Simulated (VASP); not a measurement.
# Ga2O3 (R-3c) in VASP: notebook

Runs on Ga2O3. Level: PBE. Tasks: single point.

Program: VASP 6.6.1. These are calculated values, not measurements. Logs are shortened: lines on timing, memory, paths and dates and some standing lists are left out, and cuts for length are marked.

### 1 The cell of the first run

It takes space group R-3c (No. 167, trigonal). The conventional cell has a = 5.058 Å, b = 5.058 Å, c = 13.623 Å, α = 90.00°, β = 90.00°, γ = 120.00°. Within 2.6 Å of Ga (site symmetry 3) lie 6 O at 1.95 to 2.10 Å. O (site symmetry 2) has 4 Ga at 1.95 to 2.10 Å and 8 O at 2.66 to 2.88 Å within 2.9 Å.

### 2 Single point, PBE

INCAR reads:

```
SYSTEM = Ga2O3
PREC = Accurate
ENCUT = 520
EDIFF = 1E-6
ISMEAR = 0
SIGMA = 0.02
LREAL = .FALSE.
LASPH = .TRUE.
NELM = 60
ALGO = Normal
ISIF = 2
LWAVE = .FALSE.
LCHARG = .FALSE.
GGA = PE
NBANDS = 55
```

KPOINTS reads:

```
Automatic mesh
0
G
  6 6 6
  0 0 0
```

POSCAR reads:

```
Ga2O3
1.0
    2.5288071883      1.4600075109      4.5408731704
   -2.5288071883      1.4600075109      4.5408731704
    0.0000000000     -2.9200150218      4.5408731704
Ga O
4 6
Direct
    0.8558438243      0.8558438243      0.8558438243
    0.6441561757      0.6441561757      0.6441561757
    0.1441561757      0.1441561757      0.1441561757
    0.3558438243      0.3558438243      0.3558438243
    0.7500000000      0.4468728987      0.0531271013
    0.4468728987      0.0531271013      0.7500000000
    0.0531271013      0.7500000000      0.4468728987
    0.2500000000      0.5531271013      0.9468728987
    0.9468728987      0.2500000000      0.5531271013
    0.5531271013      0.9468728987      0.2500000000
```

Potentials or basis: VASP PAW PBE potentials, release 64 (Ga_d, O).

Launch:

```sh
$ cat potpaw_PBE.64/Ga_d/POTCAR potpaw_PBE.64/O/POTCAR > POTCAR
$ mpirun -np 1 vasp_std > vasp.out
```

OUTCAR:

```text
SYSTEM = Ga2O3
   PREC = Accurate
   ENCUT = 520
   EDIFF = 1E-6
   ISMEAR = 0
   LREAL = .FALSE.
   LASPH = .TRUE.
   NELM = 60
   ISIF = 2
   GGA = PE

 ion  position               nearest neighbor table
   1  0.856  0.856  0.856-   8 1.95  10 1.95   9 1.95   6 2.10   7 2.10   5 2.10   2 2.88
   2  0.644  0.644  0.644-   9 1.95  10 1.95   8 1.95   6 2.10   7 2.10   5 2.10   1 2.88
   3  0.144  0.144  0.144-   5 1.95   6 1.95   7 1.95  10 2.10   9 2.10   8 2.10   4 2.88
   4  0.356  0.356  0.356-   7 1.95   6 1.95   5 1.95  10 2.10   9 2.10   8 2.10   3 2.88
   5  0.750  0.447  0.053-   3 1.95   4 1.95   1 2.10   2 2.10
   6  0.447  0.053  0.750-   3 1.95   4 1.95   1 2.10   2 2.10
   7  0.053  0.750  0.447-   4 1.95   3 1.95   1 2.10   2 2.10
   8  0.250  0.553  0.947-   1 1.95   2 1.95   3 2.10   4 2.10
   9  0.947  0.250  0.553-   2 1.95   1 1.95   3 2.10   4 2.10
  10  0.553  0.947  0.250-   1 1.95   2 1.95   3 2.10   4 2.10

  LATTYP: Found a trigonal (rhomboedric) cell.
 ALAT       =     5.3987051111
 COS(alpha) =     0.5611842385

  Lattice vectors:

 A1 = (   2.5288071883,   1.4600075109,   4.5408731704)
 A2 = (  -2.5288071883,   1.4600075109,   4.5408731704)
 A3 = (   0.0000000000,  -2.9200150218,   4.5408731704)

Analysis of symmetry for initial positions (statically):
=====================================================================
 Subroutine PRICEL returns:
 Original cell was already a primitive cell.

 Routine SETGRP: Setting up the symmetry group for a
 trigonal (rhombohedral) supercell.

 Subroutine GETGRP returns: Found 12 space group operations
 (whereof  6 operations were pure point group operations)
 out of a pool of 12 trial point group operations.

The static configuration has the point symmetry S_6 .
 The point group associated with its full space group is D_3d.

Analysis of symmetry for dynamics (positions and initial velocities):
=====================================================================
 Subroutine PRICEL returns:
 Original cell was already a primitive cell.

 Routine SETGRP: Setting up the symmetry group for a
 trigonal (rhombohedral) supercell.

 Subroutine GETGRP returns: Found 12 space group operations
 (whereof  6 operations were pure point group operations)
 out of a pool of 12 trial point group operations.

The dynamic configuration has the point symmetry S_6 .
 The point group associated with its full space group is D_3d.

 Subroutine INISYM returns: Found 12 space group operations
 (whereof  6 operations are pure point group operations),
 and found     1 'primitive' translations

----------------------------------------------------------------------------------------

                                     Primitive cell

  volume of cell :     100.5915

  direct lattice vectors                    reciprocal lattice vectors
     2.528807188  1.460007511  4.540873170     0.197721678  0.114154664  0.073407321
    -2.528807188  1.460007511  4.540873170    -0.197721678  0.114154664  0.073407321
     0.000000000 -2.920015022  4.540873170     0.000000000 -0.228309328  0.073407321

  length of vectors
     5.398705111  5.398705111  5.398705111     0.239820316  0.239820316  0.239820316

  position of ions in fractional coordinates (direct lattice)
     0.855843824  0.855843824  0.855843824
     0.644156176  0.644156176  0.644156176
     0.144156176  0.144156176  0.144156176
     0.355843824  0.355843824  0.355843824
     0.750000000  0.446872899  0.053127101
     0.446872899  0.053127101  0.750000000
     0.053127101  0.750000000  0.446872899
     0.250000000  0.553127101  0.946872899
     0.946872899  0.250000000  0.553127101
     0.553127101  0.946872899  0.250000000

  ion indices of the primitive-cell ions
   primitive index   ion index
                 1           1
                 2           2
                 3           3
                 4           4
                 5           5
                 6           6
                 7           7
                 8           8
                 9           9
                10          10

----------------------------------------------------------------------------------------

 KPOINTS: Automatic mesh

Automatic generation of k-mesh.
 Grid dimensions read from file:
 generate k-points for:    6    6    6

 Generating k-lattice:

  Cartesian coordinates                     Fractional coordinates (reciprocal lattice)
     0.032953613  0.019025777  0.012234553     0.166666667 -0.000000000  0.000000000
    -0.032953613  0.019025777  0.012234553    -0.000000000  0.166666667  0.000000000
     0.000000000 -0.038051555  0.012234553     0.000000000  0.000000000  0.166666667

  Length of vectors
     0.039970053  0.039970053  0.039970053

  Shift w.r.t. Gamma in fractional coordinates (k-lattice)
     0.000000000  0.000000000  0.000000000

 Subroutine IBZKPT returns following result:
 ===========================================

 Found     32 irreducible k-points:

 Following reciprocal coordinates:
            Coordinates               Weight
  0.000000  0.000000  0.000000      1.000000
  0.166667 -0.000000  0.000000      6.000000
  0.333333  0.000000 -0.000000      6.000000
  0.500000  0.000000 -0.000000      3.000000
  0.166667  0.166667  0.000000      6.000000
  0.333333  0.166667 -0.000000     12.000000
[... 16 lines left out ...]
  0.500000  0.500000  0.166667      6.000000
 -0.333333  0.500000  0.166667     12.000000
 [... further k-points ...]
   k-points           NKPTS =     32   k-points in BZ     NKDIM =     32   number of bands    NBANDS=     55
   number of dos      NEDOS =    301   number of ions     NIONS =     10
   total plane-waves  NPLWV =  64000
   dimension x,y,z NGX =    40 NGY =   40 NGZ =   40
   dimension x,y,z NGXF=    80 NGYF=   80 NGZF=   80
   ions per type =               4   6
   NGX,Y,Z   is equivalent  to a cutoff of  12.32, 12.32, 12.32 a.u.
   NGXF,Y,Z  is equivalent  to a cutoff of  24.63, 24.63, 24.63 a.u.
 SYSTEM =  Ga2O3
   PREC   = accura    normal or accurate (medium, high low for compatibility)
   ISTART =      0    job   : 0-new  1-cont  2-samecut
   ICHARG =      2    charge: 1-file 2-atom 10-const
   ISPIN  =      1    spin polarized calculation?
   LNONCOLLINEAR =      F non collinear calculations
   LSORBIT =      F    spin-orbit coupling
   LASPH  =      T    aspherical Exc in radial PAW
   ENCUT  =  520.0 eV  38.22 Ry    6.18 a.u.  10.04 10.04 10.04*2*pi/ulx,y,z
   NELM   =     60;   NELMIN=  2; NELMDL= -5     # of ELM steps
   EDIFF  = 0.1E-05   stopping-criterion for ELM
   LREAL  =      F    real-space projection
   EDIFFG = 0.1E-04   stopping-criterion for IOM
   NSW    =      0    number of steps for IOM
   IBRION =     -1    ionic relax: 0-MD 1-quasi-New 2-CG
   NFREE  =      0    steps in history (QN), initial steepest desc. (CG)
   ISIF   =      2    stress and relaxation
   ISYM   =      2    0-nonsym 1-usesym 2-fastsym
   POTIM  = 0.5000    time-step for ionic-motion
   TEBEG  =    0.0;   TEEND  =   0.0 temperature during run
   PSTRESS=    0.0 pullay stress
   NELECT =      88.0000    total number of electrons
   NUPDOWN=      -1.0000    fix difference up-down
   EMIN   =  10.00;   EMAX   =-10.00  energy-range for DOS
   EFERMI =   0.00;   METHOD = LEGACY
   ISMEAR =     0;   SIGMA  =   0.02  broadening in eV -4-tet -1-fermi 0-gaus
   EFERMI_NEDOS =   21; number of points for ismear=-14 and -15
   IALGO  =     38    algorithm
   IMIX   =      4    mixing-type and parameters
     AMIX     =   0.40;   BMIX     =  1.00
     AMIX_MAG =   1.60;   BMIX_MAG =  1.00
  volume/ion in A,a.u.               =      10.06        67.88
  Fermi-wavevector in a.u.,A,eV,Ry     =   1.565724  2.958790 33.354574  2.451492
  Thomas-Fermi vector in A             =   2.668158
   LORBIT       =      0    0 simple, 1 ext, 2 COOP (PROOUT), +10 PAW based schemes
   GGA     = PE    functional components
   LHFCALC =     F    Hartree Fock is set to
   AEXX    =    0.0000 exact exchange contribution
   IVDW    =     0    specifies the selected vdW correction
   LEPSILON=     F    determine dielectric tensor
   LRPA    =     F    only Hartree local field effects (RPA)
 non-spin polarized calculation
 Gauss-broadening in eV      SIGMA  =   0.02
  energy-cutoff  :      520.00
  volume of cell :      100.59
 maximum number of plane-waves:      2730
   NGX = 21   NGY = 21   NGZ = 21

 number of electron      88.0000003 magnetization

 Free energy of the ion-electron system (eV)
  ---------------------------------------------------
  ext. energy  EPLUGINS =         0.00000000
  ---------------------------------------------------
  free energy    TOTEN  =       -59.39327627 eV

  energy without entropy =      -59.39327627  energy(sigma->0) =      -59.39327627

 E-fermi :   4.2252     XC(G=0): -11.9626

 val. band max:        4.1065971658   @ k =  -0.1667   0.1667   0.0000
 cond. band min:       6.4993642207   @ k =   0.0000   0.0000   0.0000
 fundamental gap:      2.3927670549
 Fermi energy:         4.2252361748

 k-point     1 :       0.0000    0.0000    0.0000
  band No.  band energies     occupation
      1     -14.5776      2.00000
      2     -12.7181      2.00000
      3     -12.7181      2.00000
      4     -12.6943      2.00000
      5     -12.6757      2.00000
      6     -12.6757      2.00000
[... 47 lines left out ...]
     54      14.9986      0.00000
     55      16.0721      0.00000

 k-point     2 :       0.1667   -0.0000    0.0000
  band No.  band energies     occupation
      1     -14.4596      2.00000
      2     -12.8406      2.00000
      3     -12.7302      2.00000
      4     -12.7255      2.00000
      5     -12.6850      2.00000
      6     -12.6648      2.00000
[... 47 lines left out ...]
     54      15.5966      0.00000
     55      15.8946      0.00000
[... 1216 lines left out ...]
     54      16.0239      0.00000
     55      16.1098      0.00000

 k-point    24 :      -0.3333    0.5000    0.1667
  band No.  band energies     occupation
      1     -13.6139      2.00000
      2     -13.3242      2.00000
      3     -13.0378      2.00000
      4     -12.9231      2.00000
      5     -12.7121      2.00000
      6     -12.6732      2.00000
[... 47 lines left out ...]
     54      15.8592      0.00000
     55      16.1630      0.00000

 [... further k-points ...]

------------------------ aborting loop because EDIFF is reached ----------------------------------------

  FORCE on cell =-STRESS in cart. coord.  units (eV):
  Direction    XX          YY          ZZ          XY          YZ          ZX
  --------------------------------------------------------------------------------------
  -------------------------------------------------------------------------------------
  Total        0.6486947      0.6486947      0.5673735      0.0000000      0.0000000      0.0000000
  in kB       10.3321220     10.3321220      9.0368728      0.0000000      0.0000000      0.0000000
  external PRESSURE =       9.9003723 kB  Pullay stress =       0.0000000 kB

 VOLUME and BASIS-vectors are now :
 -----------------------------------------------------------------------------
  energy-cutoff  :      520.00
  volume of cell :      100.59
      direct lattice vectors                 reciprocal lattice vectors
     2.528807188  1.460007511  4.540873170     0.197721678  0.114154664  0.073407321
    -2.528807188  1.460007511  4.540873170    -0.197721678  0.114154664  0.073407321
     0.000000000 -2.920015022  4.540873170     0.000000000 -0.228309328  0.073407321

 POSITION                                       TOTAL-FORCE (eV/Angst)
 -----------------------------------------------------------------------------------
      0.00000      0.00000     11.65883        -0.000000     -0.000000      0.011034
      0.00000      0.00000      8.77509        -0.000000     -0.000000     -0.011034
      0.00000      0.00000      1.96378        -0.000000     -0.000000     -0.011034
      0.00000      0.00000      4.84753        -0.000000      0.000000      0.011034
      0.76655      1.59231      5.67609        -0.000441      0.000763     -0.000000
      0.99571     -1.46001      5.67609         0.000881     -0.000000      0.000000
     -1.76226     -0.13230      5.67609        -0.000441     -0.000763     -0.000000
     -0.76655     -1.59231      7.94653         0.000441     -0.000763     -0.000000
      1.76226      0.13230      7.94653         0.000441      0.000763     -0.000000
     -0.99571      1.46001      7.94653        -0.000881      0.000000      0.000000
 -----------------------------------------------------------------------------------
    total drift:                               -0.000000     -0.000000      0.000000

  FREE ENERGIE OF THE ION-ELECTRON SYSTEM (eV)
  ---------------------------------------------------
  free  energy   TOTEN  =       -59.3932762750 eV

  energy  without entropy=      -59.3932762750  energy(sigma->0) =      -59.39327627
```

Wall time 5.3 min (1 thread of Intel Xeon 8259CL, shared host); peak memory 0.31 GiB.

Results:

| Quantity | Value |
| --- | --- |
| Free energy | -59.3933 eV |
| Pressure | 1.0 GPa |
| Largest force | 0.011 eV/Å |
| Band gap on the k mesh | 2.39 eV (least direct gap 2.63 eV) |

Forces in eV/Å, atoms in the order of the input:
```
Ga   0.000  0.000  0.011
Ga   0.000  0.000 -0.011
Ga   0.000  0.000 -0.011
Ga   0.000  0.000  0.011
O    0.000  0.001  0.000
O    0.001  0.000  0.000
O    0.000 -0.001  0.000
O    0.000 -0.001  0.000
O    0.000  0.001  0.000
O   -0.001  0.000  0.000
```

Levels at points of the mesh, in eV from the valence-band top:
| k point | band 41 | band 42 | band 43 | band 44 | band 45 | band 46 | band 47 | band 48 |
| --- | --- | --- | --- | --- | --- | --- | --- | --- |
| (0.00, 0.00, 0.00) | -0.32 | -0.31 | -0.23 | -0.23 | 2.39 | 6.30 | 6.55 | 8.51 |
| (0.50, 0.00, 0.00) | -0.93 | -0.93 | -0.15 | -0.15 | 6.01 | 6.01 | 6.37 | 6.37 |
| (0.50, 0.50, 0.00) | -0.82 | -0.69 | -0.25 | -0.15 | 6.12 | 6.34 | 7.23 | 7.27 |
| (0.50, 0.50, 0.50) | -0.29 | -0.29 | -0.29 | -0.29 | 5.47 | 5.47 | 7.48 | 7.48 |

A k mesh can miss the band edges.

### 3 Single point, PBE

INCAR reads:

```
PREC = Accurate ; ENCUT = 520
EDIFF = 1E-6 ; ISMEAR = 0
SIGMA = 0.02 ; LREAL = F
LASPH = T ; NELM = 100
ALGO = Normal ; ISIF = 2
LWAVE = F ; LCHARG = F
GGA = PE ; NBANDS = 55
```

KPOINTS reads:

```
regular mesh
0
Gamma
  6 6 6
```

POSCAR is that of step 2.

Potentials or basis: VASP PAW PBE potentials, release 64 (Ga_d, O).

Launch:

```sh
$ cat potpaw_PBE.64/Ga_d/POTCAR potpaw_PBE.64/O/POTCAR > POTCAR
$ mpirun -np 1 vasp_std > vasp.out
```

It took 4.9 min on 1 thread of Intel Xeon 8259CL, shared host; peak memory 0.31 GiB.

The run converged. Its results:

```
Free energy            : -59.3933 eV
Pressure               : 1.0 GPa
Largest force          : 0.011 eV/Å
Band gap on the k mesh : 2.39 eV (least direct gap 2.63 eV)
```

Forces on the atoms (eV/Å):
```
Ga   0.000  0.000  0.011
Ga   0.000  0.000 -0.011
Ga   0.000  0.000 -0.011
Ga   0.000  0.000  0.011
O    0.000  0.001  0.000
O    0.001  0.000  0.000
O    0.000 -0.001  0.000
O    0.000 -0.001  0.000
O    0.000  0.001  0.000
O   -0.001  0.000  0.000
```

Stress tensor (GPa, compression positive):
```
1.03 0.00 0.00
0.00 1.03 0.00
0.00 0.00 0.90
```

Levels at points of the mesh, in eV from the valence-band top:
| k point | band 41 | band 42 | band 43 | band 44 | band 45 | band 46 | band 47 | band 48 |
| --- | --- | --- | --- | --- | --- | --- | --- | --- |
| (0.00, 0.00, 0.00) | -0.32 | -0.31 | -0.23 | -0.23 | 2.39 | 6.30 | 6.55 | 8.51 |
| (0.50, 0.00, 0.00) | -0.93 | -0.93 | -0.15 | -0.15 | 6.01 | 6.01 | 6.37 | 6.37 |
| (0.50, 0.50, 0.00) | -0.82 | -0.69 | -0.25 | -0.15 | 6.12 | 6.34 | 7.23 | 7.27 |
| (0.50, 0.50, 0.50) | -0.29 | -0.29 | -0.29 | -0.29 | 5.47 | 5.47 | 7.48 | 7.48 |

A k mesh can miss the band edges.
